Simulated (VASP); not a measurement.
The system is SrTlI3.

```
Tl Sr I
1.0
     6.36064    0.00000    0.00000
     0.00000    6.36064    0.00000
     0.00000    0.00000    6.36064
Tl Sr I
1 1 3
Direct
  0.00000 0.00000 0.00000
  0.50000 0.50000 0.50000
  0.50000 0.50000 0.00000
  0.50000 0.00000 0.50000
  0.00000 0.50000 0.50000
```

Base run:

```yaml
Program: VASP 6.6.1
Functional: r2SCAN
Potentials_or_basis: VASP PAW PBE potentials, release 64 (Tl_d, Sr_sv, I)
Cutoff: 520 eV
k_mesh: 4 × 4 × 4
Occupations: gaussian, width 0.01 eV
Spin: no spin polarisation
```

Its results: band gap on the k mesh 2.91 eV, indirect (least direct gap 3.23 eV); pressure 0.0 GPa.

Task: The run is repeated on the same cell with these changes: functional from r2SCAN to PBE. What comes out?

Result: Band gap on the k mesh 2.52 eV, indirect (least direct gap 2.84 eV); pressure 0.4 GPa.

r2SCAN gives the wider gap, since meta-GGAs in the generalised Kohn-Sham scheme recover part of the derivative discontinuity.

Caveats: spin-orbit coupling is left out, which moves the levels of the heavy elements; the PAW data sets were made with another functional, which shifts forces and pressure a little (some runs).

A k mesh can miss the band edges.
